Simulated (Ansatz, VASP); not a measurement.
One calculation of TlPt, two programs

```xyz
6
Lattice="5.6050 0.0000 0.0000 -2.8025 4.8541 0.0000 0.0000 0.0000 4.6390" Properties=species:S:1:pos:R:3 pbc="T T T"
Tl    2.8025    0.0000    0.0000
Tl    1.4012    2.4270    0.0000
Tl   -1.4012    2.4270    0.0000
Pt    0.0000    0.0000    0.0000
Pt    0.0000    3.2360    2.3195
Pt    2.8025    1.6180    2.3195
```

Alike in both runs: functional PBE; k mesh 7 × 7 × 7; occupations fermi-dirac, width 0.05 eV; no spin polarisation.

Ansatz relaxed the structure, and its values are those at the end. VASP's run is a single point on that final structure, the one shown.

|  | VASP | Ansatz |
| --- | --- | --- |
| version | VASP 6.6.1 | Ansatz 0.2.0 |
| potentials or method | VASP PAW PBE potentials, release 64 (Tl_d, Pt) | plane-wave PAW, scalar-relativistic |
| plane-wave cutoff (eV) | 520 | 420 |
| valence electrons in the cell | 69 | 93 |

```csv
,VASP,Ansatz,Ansatz less VASP
pressure (GPa),13.4,13.4,-0.03
```

The functional is the same, so the differences come from potentials, cutoffs and numerics. VASP's potentials hold 69 valence electrons a cell and Ansatz's 93, so a difference there can come from the potentials and not from the codes. Ansatz's warnings: stress scf threshold loose.

Neither program's run includes spin-orbit coupling.
